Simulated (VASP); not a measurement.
## AlN: single point with LDA

The system is AlN.

```xyz
8
Lattice="-1.6378 2.8368 0.0000 0.0000 0.0000 4.1006 4.9135 2.8368 0.0000" Properties=species:S:1:pos:R:3 pbc="T T T"
Al    0.6200    1.6432    3.0755
Al    1.6378    4.7280    3.0755
Al    1.6378    0.9456    1.0252
Al    3.2757    3.7824    1.0252
N     0.0000    1.8912    1.0252
N     1.6378    4.7280    1.0252
N     1.6378    0.9456    3.0755
N     3.2757    3.7824    3.0755
```

This cell differs from its parent crystal: atom 1 (Al) moved by +0.620 Å along [1 0 0] and -0.248 Å along [1 2 0].

```yaml
Program: VASP 6.6.1
Task: single point
Functional: LDA
Potentials_or_basis: VASP PAW LDA potentials, release 64 (Al, N)
Cutoff: 520 eV
k_mesh: 8 × 6 × 4
Occupations: gaussian, width 0.05 eV
Spin: no spin polarisation
Dipole_correction: no
Further_INCAR_settings: ALGO = Normal; EDIFF = 1e-06; NBANDS = 26
```

```yaml
Pressure: 40.4 GPa
Largest_force: 54.160 eV/Å
Band_gap_on_the_k_mesh: 2.89 eV
```

Forces on the atoms (eV/Å):
```
Al  -45.641  29.159   0.000
Al    1.818   0.502   0.000
Al    1.164  -1.433   0.000
Al    0.376   0.346   0.000
N     2.165  -0.125   0.000
N    -0.882  -0.485   0.000
N    40.665 -27.536   0.000
N     0.335  -0.428   0.000
```

Stress tensor (GPa, compression positive):
```
 82.92 -59.51   0.00
-59.51  35.59   0.00
  0.00   0.00   2.58
```

Levels at points of the mesh, in eV from the valence-band top:
```
           k point  band 14  band 15  band 16  band 17  band 18  band 19
(0.00, 0.00, 0.00)    -1.32    -0.77     0.00     2.89     3.94     4.61
(0.50, 0.00, 0.00)    -2.19    -2.16    -1.33     5.05     5.43     6.05
(0.00, 0.50, 0.00)    -1.82    -1.68    -1.12     4.70     5.08     5.84
(0.50, 0.50, 0.00)    -0.88    -0.46    -0.38     5.13     5.61     6.60
(0.00, 0.00, 0.50)    -1.69    -0.71    -0.55     4.35     4.99     5.75
(0.50, 0.00, 0.50)    -2.46    -1.61    -0.61     3.53     4.20     6.26
(0.00, 0.50, 0.50)    -1.95    -1.32    -1.02     4.68     5.16     5.62
(0.50, 0.50, 0.50)    -1.26    -1.21    -1.10     4.38     4.78     5.30
```

Run time: 57 s on 1 thread of AMD EPYC 9R45 96-Core Processor (Zen 5), on a shared host, peak memory 0.19 GiB.

Caveat: the cell differs from its parent crystal (atom 1 (Al) moved by +0.620 Å along [1 0 0] and -0.248 Å along [1 2 0]); atoms lie so close that the PAW spheres overlap strongly, which falsifies energies and pressures; the stress differs along the axes, from 3 to 83 GPa; forces of over 1 eV/Å act on the atoms, so gaps and moduli don't describe the material at rest.
